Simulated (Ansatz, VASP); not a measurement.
**Bi2Te3 in VASP and in Ansatz**

```xyz
5
Lattice="4.3497 0.0000 0.0000 -2.1749 3.7670 0.0000 0.0000 0.0000 41.0302" Properties=species:S:1:pos:R:3 pbc="T T T"
Te    0.0000    0.0000   16.7279
Te    2.1749    1.2557   20.5151
Te    0.0000    2.5113   24.3023
Bi    0.0000    2.5113   18.4712
Bi    0.0000    0.0000   22.5590
```

Alike in both runs: functional PBE; dispersion D3(BJ); k mesh 6 × 6 × 1; occupations gaussian, width 0.02 eV; no spin polarisation.

Ansatz relaxed the structure, and its values are those at the end. VASP's run is a single point on that final structure, the one shown.

```csv
,VASP,Ansatz
version,VASP 6.6.1,Ansatz 0.2.0
potentials or method,"VASP PAW PBE potentials, release 64 (Te, Bi_d), cutoff 520 eV","scalar-relativistic, plane waves, PAW"
valence electrons in the cell,48,78
```

|  | VASP | Ansatz | Ansatz less VASP |
| --- | --- | --- | --- |
| gap on the k mesh at the Fermi level (eV) | 1.10 | 1.11 | +0.009 |
| least direct gap on the mesh (eV) | 1.34 | 1.35 | +0.010 |
| rms of the force components (eV/Å) | 0.006 | 0.001 | -0.0054 |

VASP's potentials hold 48 valence electrons a cell and Ansatz's 78, so a difference there can come from the potentials and not from the codes.

Neither program's run includes spin-orbit coupling.
